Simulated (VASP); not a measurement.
# MgS (F-43m) in VASP: notebook

MgS is run at these levels: r2SCANh, PBE, LDA, r2SCAN; tasks: single point.

Everything below comes from runs of VASP 6.6.1. Logs are shortened: lines on timing, memory, paths and dates and some standing lists are left out, and cuts for length are marked.

**1. The cell of the first run**

The structure is cubic, space group F-43m (No. 216). Conventional cell: a = 5.662 Å, b = 5.662 Å, c = 5.662 Å, α = 90.00°, β = 90.00°, γ = 90.00°. Mg (site symmetry -43m) has 4 S at 2.45 Å within 3.2 Å. Within 3.2 Å of S (site symmetry -43m) lie 4 Mg at 2.45 Å.

**2. Single point, r2SCANh**

Contents of POSCAR:

```
MgS
1.0
    0.0000000000      2.8308768410      2.8308768410
    2.8308768410      0.0000000000      2.8308768410
    2.8308768410      2.8308768410      0.0000000000
Mg S
1 1
Direct
    0.0000000000      0.0000000000      0.0000000000
    0.2500000000      0.2500000000      0.2500000000
```

Contents of INCAR.step1:

```
SYSTEM = MgS
  PREC = Accurate
  ENCUT = 520
  EDIFF = 1E-5
  ISMEAR = 0
  SIGMA = 0.01
  LREAL = .False.
  LASPH = .True.
  NELM = 80
  ALGO = Normal
  ISIF = 2
  LWAVE = .True.
  LCHARG = .False.
  GGA = PE
  NBANDS = 11
```

Contents of INCAR.step2:

```
SYSTEM = MgS
  PREC = Accurate
  ENCUT = 520
  EDIFF = 1E-6
  ISMEAR = 0
  SIGMA = 0.01
  LREAL = .False.
  LASPH = .True.
  NELM = 80
  ALGO = Normal
  ISIF = 2
  LWAVE = .False.
  LCHARG = .False.
  METAGGA = R2SCAN
  LHFCALC = .True.
  AEXX = 0.1
  LMIXTAU = .True.
  PRECFOCK = Normal
  ISTART = 1
  NBANDS = 11
```

Contents of KPOINTS:

```
Automatic mesh
0
Gamma
  6 6 6
  0 0 0
```

Potentials or basis: VASP PAW PBE potentials, release 64 (Mg, S).

Launch:

```sh
> cat potpaw_PBE.64/Mg/POTCAR potpaw_PBE.64/S/POTCAR > POTCAR
> cp INCAR.step1 INCAR
> mpirun -np 1 vasp_std > vasp.out
> cp INCAR.step2 INCAR
> mpirun -np 1 vasp_std > vasp.out
```

OUTCAR:

```text
SYSTEM = MgS
   PREC = Accurate
   ENCUT = 520
   EDIFF = 1E-6
   ISMEAR = 0
   LREAL = .False.
   LASPH = .True.
   NELM = 80
   ISIF = 2
   METAGGA = R2SCAN
   LHFCALC = .True.
   AEXX = 0.1
   PRECFOCK = Normal
   ISTART = 1

 ion  position               nearest neighbor table
   1  0.000  0.000  0.000-   2 2.45   2 2.45   2 2.45   2 2.45
   2  0.250  0.250  0.250-   1 2.45   1 2.45   1 2.45   1 2.45

  LATTYP: Found a face centered cubic cell.
 ALAT       =     5.6617536820

  Lattice vectors:

 A1 = (   0.0000000000,   2.8308768410,   2.8308768410)
 A2 = (   2.8308768410,   0.0000000000,   2.8308768410)
 A3 = (   2.8308768410,   2.8308768410,   0.0000000000)

Analysis of symmetry for initial positions (statically):
=====================================================================
 Subroutine PRICEL returns:
 Original cell was already a primitive cell.

 Routine SETGRP: Setting up the symmetry group for a
 face centered cubic supercell.

 Subroutine GETGRP returns: Found 24 space group operations
 (whereof 24 operations were pure point group operations)
 out of a pool of 48 trial point group operations.

The static configuration has the point symmetry T_d .

Analysis of symmetry for dynamics (positions and initial velocities):
=====================================================================
 Subroutine PRICEL returns:
 Original cell was already a primitive cell.

 Routine SETGRP: Setting up the symmetry group for a
 face centered cubic supercell.

 Subroutine GETGRP returns: Found 24 space group operations
 (whereof 24 operations were pure point group operations)
 out of a pool of 48 trial point group operations.

The dynamic configuration has the point symmetry T_d .

 Subroutine INISYM returns: Found 24 space group operations
 (whereof 24 operations are pure point group operations),
 and found     1 'primitive' translations

----------------------------------------------------------------------------------------

                                     Primitive cell

  volume of cell :      45.3725

  direct lattice vectors                    reciprocal lattice vectors
     0.000000000  2.830876841  2.830876841    -0.176623721  0.176623721  0.176623721
     2.830876841  0.000000000  2.830876841     0.176623721 -0.176623721  0.176623721
     2.830876841  2.830876841  0.000000000     0.176623721  0.176623721 -0.176623721

  length of vectors
     4.003464422  4.003464422  4.003464422     0.305921258  0.305921258  0.305921258

  position of ions in fractional coordinates (direct lattice)
     0.000000000  0.000000000  0.000000000
     0.250000000  0.250000000  0.250000000

  ion indices of the primitive-cell ions
   primitive index   ion index
                 1           1
                 2           2

----------------------------------------------------------------------------------------

 KPOINTS: Automatic mesh

Automatic generation of k-mesh.
 Grid dimensions read from file:
 generate k-points for:    6    6    6

 Generating k-lattice:

  Cartesian coordinates                     Fractional coordinates (reciprocal lattice)
    -0.029437287  0.029437287  0.029437287     0.166666667  0.000000000  0.000000000
     0.029437287 -0.029437287  0.029437287     0.000000000  0.166666667  0.000000000
     0.029437287  0.029437287 -0.029437287     0.000000000  0.000000000  0.166666667

  Length of vectors
     0.050986876  0.050986876  0.050986876

  Shift w.r.t. Gamma in fractional coordinates (k-lattice)
     0.000000000  0.000000000  0.000000000

 Subroutine IBZKPT returns following result:
 ===========================================

 Found     16 irreducible k-points:

 Following reciprocal coordinates:
            Coordinates               Weight
  0.000000  0.000000  0.000000      1.000000
  0.166667  0.000000  0.000000      8.000000
  0.333333  0.000000  0.000000      8.000000
  0.500000  0.000000  0.000000      4.000000
  0.166667  0.166667  0.000000      6.000000
  0.333333  0.166667  0.000000     24.000000
[... 8 lines left out ...]
 -0.333333  0.333333  0.166667     24.000000
 -0.333333  0.500000  0.166667     12.000000
   k-points           NKPTS =     16   k-points in BZ     NKDIM =    216   number of bands    NBANDS=     11
   number of dos      NEDOS =    301   number of ions     NIONS =      2
   total plane-waves  NPLWV =  27000
   dimension x,y,z NGX =    30 NGY =   30 NGZ =   30
   dimension x,y,z NGXF=    60 NGYF=   60 NGZF=   60
   ions per type =               1   1
   NGX,Y,Z   is equivalent  to a cutoff of  12.46, 12.46, 12.46 a.u.
   NGXF,Y,Z  is equivalent  to a cutoff of  24.92, 24.92, 24.92 a.u.
 SYSTEM =  MgS
   PREC   = accura    normal or accurate (medium, high low for compatibility)
   ISTART =      1    job   : 0-new  1-cont  2-samecut
   ICHARG =      0    charge: 1-file 2-atom 10-const
   ISPIN  =      1    spin polarized calculation?
   LNONCOLLINEAR =      F non collinear calculations
   LSORBIT =      F    spin-orbit coupling
   LASPH  =      T    aspherical Exc in radial PAW
   ENCUT  =  520.0 eV  38.22 Ry    6.18 a.u.   7.44  7.44  7.44*2*pi/ulx,y,z
   NELM   =     80;   NELMIN=  2; NELMDL=  0     # of ELM steps
   EDIFF  = 0.1E-05   stopping-criterion for ELM
   LREAL  =      F    real-space projection
   EDIFFG = 0.1E-04   stopping-criterion for IOM
   NSW    =      0    number of steps for IOM
   IBRION =     -1    ionic relax: 0-MD 1-quasi-New 2-CG
   NFREE  =      0    steps in history (QN), initial steepest desc. (CG)
   ISIF   =      2    stress and relaxation
   ISYM   =      3    0-nonsym 1-usesym 2-fastsym
   POTIM  = 0.5000    time-step for ionic-motion
   TEBEG  =    0.0;   TEEND  =   0.0 temperature during run
   PSTRESS=    0.0 pullay stress
   NELECT =       8.0000    total number of electrons
   NUPDOWN=      -1.0000    fix difference up-down
   EMIN   =  10.00;   EMAX   =-10.00  energy-range for DOS
   EFERMI =   0.00;   METHOD = LEGACY
   ISMEAR =     0;   SIGMA  =   0.01  broadening in eV -4-tet -1-fermi 0-gaus
   EFERMI_NEDOS =   21; number of points for ismear=-14 and -15
   IALGO  =     38    algorithm
   IMIX   =      1    mixing-type and parameters
     AMIX     =   0.40;   BMIX     =  1.00
     AMIX_MAG =   1.60;   BMIX_MAG =  1.00
  volume/ion in A,a.u.               =      22.69       153.09
  Fermi-wavevector in a.u.,A,eV,Ry     =   0.917995  1.734760 11.465842  0.842716
  Thomas-Fermi vector in A             =   2.043027
   LORBIT       =      0    0 simple, 1 ext, 2 COOP (PROOUT), +10 PAW based schemes
   METAGGA = R2SCAN    functional components
   LHFCALC =     T    Hartree Fock is set to
   PRECFOCK=normal    Normal, Fast or Accurate (Low or Medium for compatibility)
   ENCUT4O =  -1.0   cutoff for four orbital integrals eV
   NKREDX  =     1    reduce k-point grid by
   NKREDY  =     1    reduce k-point grid by
   NKREDZ  =     1    reduce k-point grid by
   AEXX    =    0.1000 exact exchange contribution
   HFSCREEN=    0.0000 screening length (either q_TF or 0.3 A-1)
   HFSCREENC=   0.0000 screening length for correlation (either q_TF or 0.3 A-1)
   ENCUTFOCK=  -1.0 apply spherical cutoff to Coloumb kernel
   IVDW    =     0    specifies the selected vdW correction
   LEPSILON=     F    determine dielectric tensor
   LRPA    =     F    only Hartree local field effects (RPA)
 non-spin polarized calculation
 Gauss-broadening in eV      SIGMA  =   0.01
  energy-cutoff  :      520.00
  volume of cell :       45.37
 maximum number of plane-waves:      1243
 NGX is ok and might be reduce to    30
  NGX = 24; NGY = 24; NGZ = 24

 number of electron       8.0000001 magnetization

 Free energy of the ion-electron system (eV)
  ---------------------------------------------------
  ext. energy  EPLUGINS =         0.00000000
  ---------------------------------------------------
  free energy    TOTEN  =       -15.51001835 eV

  energy without entropy =      -15.51001835  energy(sigma->0) =      -15.51001835

 E-fermi :   0.4390     XC(G=0):  -8.0213

 val. band max:        0.3741224736   @ k =   0.0000   0.0000   0.0000
 cond. band min:       5.0837245065   @ k =   0.0000   0.0000   0.0000
 fundamental gap:      4.7096020328
 Fermi energy:         0.4390247626

 k-point     1 :       0.0000    0.0000    0.0000
  band No.  band energies     occupation
      1     -11.7750      2.00000
      2       0.3741      2.00000
      3       0.3741      2.00000
      4       0.3741      2.00000
      5       5.0837      0.00000
      6       9.6620      0.00000
      7       9.6620      0.00000
      8       9.6620      0.00000
      9      12.5872      0.00000
     10      12.5872      0.00000
     11      15.7397      0.00000

 k-point     2 :       0.1667    0.0000    0.0000
  band No.  band energies     occupation
      1     -11.6141      2.00000
      2      -0.7042      2.00000
      3       0.2799      2.00000
      4       0.2799      2.00000
      5       6.0897      0.00000
      6       9.4162      0.00000
      7       9.9253      0.00000
      8       9.9253      0.00000
      9      11.9702      0.00000
     10      11.9702      0.00000
     11      14.6035      0.00000

 k-point     3 :       0.3333    0.0000    0.0000
  band No.  band energies     occupation
      1     -11.2553      2.00000
      2      -2.2471      2.00000
      3       0.1075      2.00000
      4       0.1075      2.00000
      5       6.8108      0.00000
      6       9.5856      0.00000
      7       9.5856      0.00000
      8       9.9046      0.00000
      9      13.0251      0.00000
     10      13.0251      0.00000
     11      13.9786      0.00000

 k-point     4 :       0.5000    0.0000    0.0000
  band No.  band energies     occupation
      1     -11.0518      2.00000
      2      -2.9010      2.00000
      3       0.0283      2.00000
      4       0.0283      2.00000
      5       6.7873      0.00000
      6       9.2687      0.00000
      7       9.2687      0.00000
      8      10.3151      0.00000
      9      14.8901      0.00000
     10      15.0572      0.00000
     11      15.0572      0.00000

 k-point     5 :       0.1667    0.1667    0.0000
  band No.  band energies     occupation
      1     -11.5608      2.00000
      2      -0.6658      2.00000
      3       0.0580      2.00000
      4       0.0580      2.00000
      5       6.4022      0.00000
      6       8.7873      0.00000
      7      10.4438      0.00000
      8      10.4438      0.00000
      9      10.4836      0.00000
     10      13.0791      0.00000
     11      16.6813      0.00000
[... 99 lines left out ...]
 k-point    13 :       0.5000    0.5000    0.0000
  band No.  band energies     occupation
      1     -10.8173      2.00000
      2      -2.5578      2.00000
      3      -0.7192      2.00000
      4      -0.7192      2.00000
      5       5.2858      0.00000
      6       7.2690      0.00000
      7      13.2428      0.00000
      8      14.3749      0.00000
      9      14.3749      0.00000
     10      15.8450      0.00000
     11      15.8462      0.00000

 k-point    14 :       0.5000    0.3333    0.1667
  band No.  band energies     occupation
      1     -11.0102      2.00000
      2      -2.1571      2.00000
      3      -0.9975      2.00000
      4      -0.3499      2.00000
      5       7.1938      0.00000
      6       8.8178      0.00000
      7       9.2052      0.00000
      8      11.6136      0.00000
      9      12.5587      0.00000
     10      15.5903      0.00000
     11      16.3631      0.00000

 k-point    15 :      -0.3333    0.3333    0.1667
  band No.  band energies     occupation
      1     -10.8721      2.00000
      2      -2.2698      2.00000
      3      -1.3643      2.00000
      4      -0.5608      2.00000
      5       7.2569      0.00000
      6       8.7509      0.00000
      7      10.2098      0.00000
      8      11.0537      0.00000
      9      13.1603      0.00000
     10      15.0730      0.00000
     11      16.2700      0.00000

 k-point    16 :      -0.3333    0.5000    0.1667
  band No.  band energies     occupation
      1     -10.8105      2.00000
      2      -2.2276      2.00000
      3      -1.2614      2.00000
      4      -0.9403      2.00000
      5       6.4223      0.00000
      6       8.5312      0.00000
      7      11.1875      0.00000
      8      11.2638      0.00000
      9      14.6428      0.00000
     10      15.8365      0.00000
     11      15.9303      0.00000

------------------------ aborting loop because EDIFF is reached ----------------------------------------

  FORCE on cell =-STRESS in cart. coord.  units (eV):
  Direction    XX          YY          ZZ          XY          YZ          ZX
  --------------------------------------------------------------------------------------
  -------------------------------------------------------------------------------------
  Total       -0.1410178     -0.1410178     -0.1410178     -0.0000000     -0.0000000     -0.0000000
  in kB       -4.9795666     -4.9795666     -4.9795666     -0.0000000     -0.0000000     -0.0000000
  external PRESSURE =      -4.9795666 kB  Pullay stress =       0.0000000 kB

 VOLUME and BASIS-vectors are now :
 -----------------------------------------------------------------------------
  energy-cutoff  :      520.00
  volume of cell :       45.37
      direct lattice vectors                 reciprocal lattice vectors
     0.000000000  2.830876841  2.830876841    -0.176623721  0.176623721  0.176623721
     2.830876841  0.000000000  2.830876841     0.176623721 -0.176623721  0.176623721
     2.830876841  2.830876841  0.000000000     0.176623721  0.176623721 -0.176623721

 POSITION                                       TOTAL-FORCE (eV/Angst)
 -----------------------------------------------------------------------------------
      0.00000      0.00000      0.00000         0.000000     -0.000000      0.000000
      1.41544      1.41544      1.41544        -0.000000      0.000000     -0.000000
 -----------------------------------------------------------------------------------
    total drift:                               -0.000002     -0.000001     -0.000002

  FREE ENERGIE OF THE ION-ELECTRON SYSTEM (eV)
  ---------------------------------------------------
  free  energy   TOTEN  =       -15.5100183525 eV

  energy  without entropy=      -15.5100183525  energy(sigma->0) =      -15.51001835
```

It took 21 min on 1 thread of AMD EPYC 7R43 (Zen 3), shared host; peak memory 0.16 GiB.

Results:

* Free energy: -15.5100 eV
* Pressure: -0.5 GPa
* Band gap on the k mesh: 4.71 eV

Caveat: the PAW data sets were made with another functional, which shifts forces and pressure a little.

**3. Single point, PBE**

Contents of INCAR:

```
ALGO = Normal
EDIFF = 1E-7
ENCUT = 520
GGA = PE
ISIF = 2
ISMEAR = 0
LASPH = True
LCHARG = False
LREAL = False
LWAVE = False
NBANDS = 11
NELM = 100
PREC = Accurate
SIGMA = 0.01
```

Contents of KPOINTS:

```
k-points
0
Gamma
  4 4 4
```

POSCAR is that of step 2.

Potentials or basis: VASP PAW PBE potentials, release 64 (Mg, S).

Launch:

```sh
> cat potpaw_PBE.64/Mg/POTCAR potpaw_PBE.64/S/POTCAR > POTCAR
> mpirun -np 1 vasp_std > vasp.out
```

Run time: 10 s. Hardware: 1 thread of Intel Xeon 8259CL, shared host; peak memory 0.16 GiB.

It converged, with:

| Item | Value |
| --- | --- |
| Free energy | -8.4562 eV |
| Pressure | 1.0 GPa |
| Band gap on the k mesh | 3.45 eV |

Levels at points of the mesh, in eV from the valence-band top:
```tsv
k point	band 1	band 2	band 3	band 4	band 5	band 6	band 7	band 8	band 9
(0.00, 0.00, 0.00)	-11.27	0.00	0.00	0.00	3.45	7.94	7.94	7.94	10.82
(0.50, 0.00, 0.00)	-10.58	-3.13	-0.33	-0.33	5.11	7.63	7.63	8.60	12.88
(0.50, 0.50, 0.00)	-10.36	-2.81	-1.03	-1.03	3.88	5.64	11.16	12.29	12.29
```

Caveat: the k points lie up to 0.48 Å⁻¹ apart.

[end of part 1 of 2]
